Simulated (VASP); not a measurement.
Mg2NCl: single point with r2SCAN

The system is Mg2NCl.

```
Mg N Cl
1.0
     1.67891    0.96932    6.05442
    -1.67891    0.96932    6.05442
     0.00000   -1.93864    6.05442
Mg N Cl
2 1 1
Direct
  0.22291 0.22291 0.22291
  0.77709 0.77709 0.77709
  0.50000 0.50000 0.50000
  0.00000 0.00000 0.00000
```

```
Program                : VASP 6.6.1
Task                   : single point
Functional             : r2SCAN
Potentials or basis    : VASP PAW PBE potentials, release 64 (Mg, N, Cl)
Cutoff                 : 520 eV
k mesh                 : 8 × 8 × 8
Occupations            : gaussian, width 0.01 eV
Spin                   : no spin polarisation
Dipole correction      : no
Further INCAR settings : ALGO = Normal; EDIFF = 1e-06; NBANDS = 16
```

| Property | Result |
| --- | --- |
| Pressure | -5.5 GPa |
| Largest force | 0.314 eV/Å |
| Band gap on the k mesh | 2.67 eV |

Forces on the atoms (eV/Å):
```
Mg   0.000  0.000 -0.314
Mg   0.000  0.000  0.314
N    0.000  0.000  0.000
Cl   0.000  0.000  0.000
```

Stress tensor (GPa, compression positive):
```
-5.78  0.00  0.00
 0.00 -5.78  0.00
 0.00  0.00 -4.95
```

Levels at points of the mesh, in eV from the valence-band top:
| k point | band 6 | band 7 | band 8 | band 9 | band 10 | band 11 |
| --- | --- | --- | --- | --- | --- | --- |
| (0.00, 0.00, 0.00) | -1.04 | 0.00 | 0.00 | 2.67 | 5.86 | 8.97 |
| (0.50, 0.00, 0.00) | -3.41 | -1.40 | -0.78 | 4.86 | 6.34 | 6.84 |
| (0.50, 0.50, 0.00) | -3.04 | -0.79 | -0.72 | 3.72 | 4.51 | 6.01 |
| (0.50, 0.50, 0.50) | -2.55 | -0.02 | -0.02 | 4.88 | 5.37 | 7.70 |

It took 5.1 min on 1 thread of Intel(R) Xeon(R) 6975P-C (Granite Rapids) (shared host), peak memory 0.39 GiB.

Caveat: the cell stands under tension; the PAW data sets were made with another functional, which shifts forces and pressure a little. A k mesh can miss the band edges.
